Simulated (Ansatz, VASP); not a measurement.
## Si3O2 in VASP and in Ansatz

Contents of INCAR:

```
SYSTEM = Si3O2
PREC = Accurate
ENCUT = 600
EDIFF = 1E-6
ISMEAR = 0
SIGMA = 0.1
LREAL = .FALSE.
LASPH = .TRUE.
NELM = 80
ALGO = Normal
ISIF = 3
LWAVE = .FALSE.
LCHARG = .FALSE.
GGA = PE
IBRION = 2
NSW = 90
EDIFFG = -0.04
```

File KPOINTS:

```
Automatic mesh
0
G
  6 6 2
  0 0 0
```

The input POSCAR:

```
Si3O2
1.0
    2.8254265800      0.0000000000      0.0000000000
    0.0000000000      2.8254265800      0.0000000000
    0.0000000000      0.0000000000      8.5562183100
Si O
3 2
Direct
    0.0000000000      0.0000000000      0.3350262800
    0.0000000000      0.0000000000      0.6649737200
    0.0000000000      0.0000000000      0.0000000000
    0.0000000000      0.0000000000      0.5000000000
    0.5000000000      0.5000000000      0.0000000000
```

Input for Ansatz:

```yaml
crystal:
  lattice:
    - [2.82542658, 0.0, 0.0]
    - [0.0, 2.82542658, 0.0]
    - [0.0, 0.0, 8.55621831]
  atoms:
    - { symbol: Si, position: [0.0, 0.0, 0.33502628] }
    - { symbol: Si, position: [0.0, 0.0, 0.66497372] }
    - { symbol: Si, position: [0.0, 0.0, 0.0] }
    - { symbol: O, position: [0.0, 0.0, 0.5] }
    - { symbol: O, position: [0.5, 0.5, 0.0] }
basis:
  ecutwfc: 420
kpoints:
  mp_grid: { grid: [6, 6, 2] }
hamiltonian:
  xc: pbe
scf:
  occupations: { method: gaussian, width: 0.1 }
  lower_state_search: "off"
output:
  forces: true
  stress: true
  eigenvalues: true
relax:
  adjacent_minimum: "off"
  f_tol: 0.04
  max_steps: 70
  cell: { stress_tol: 0.4 }
```

Alike in both runs: task relaxation of cell and atoms; functional PBE; k mesh 6 × 6 × 2; occupations gaussian, width 0.1 eV; no spin polarisation.

|  | VASP | Ansatz |
| --- | --- | --- |
| version | VASP 6.6.1 | Ansatz 0.2.0 |
| potentials or method | VASP PAW PBE potentials, release 64 (Si, O), cutoff 600 eV | scalar-relativistic, plane waves, PAW |
| valence electrons in the cell | 24 | 24 |

|  | VASP | Ansatz | Ansatz less VASP |
| --- | --- | --- | --- |
| gap on the k mesh at the Fermi level, each at its own relaxed structure (eV) | none | none | - |
| relaxed volume (Å³/atom) | 12.79 | 12.86 | +0.072 |
| relaxed cell length with the largest relative difference (Å) | 8.374 | 8.393 | +0.0188 |

A gap of «none» marks a metal or a gap that the smearing closes.

The k mesh is coarse, so the values compare programs but aren't converged.
